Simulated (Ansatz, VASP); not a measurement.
## Two plane-wave programs on WC

```
W C
1.0
     2.81774    0.00028    0.03986
    -1.40863    2.59006   -0.05751
     0.03890   -0.04235    2.95436
W C
1 1
Cartesian
  0.0023 0.0350 0.0056
  1.4563 0.8510 1.3378
```

Alike in both runs: task single point; functional PBE; k mesh 8 × 8 × 7; occupations fermi-dirac, width 0.1 eV; no spin polarisation.

```csv
,VASP,Ansatz
version,VASP 6.6.1,Ansatz 0.2.0
potentials or method,"VASP PAW PBE potentials, release 64 (W_sv, C), cutoff 520 eV","plane waves, PAW"
valence electrons in the cell,18,18
```

Ansatz gave:

```
pressure (GPa)                                                : -2.9
traceless stress, the component that is largest in VASP (GPa) : 26.48
rms of the force components (eV/Å)                            : 1.237
```

**Question.** Which values does VASP return?

**Answer.** Pressure (GPa): -1.9; traceless stress, the component that is largest in VASP (GPa): 26.53; rms of the force components (eV/Å): 1.249.

Atom by atom the forces differ by 0.012 eV/Å (rms over components). Ansatz's warnings: stress scf threshold loose.

Neither program's run includes spin-orbit coupling.
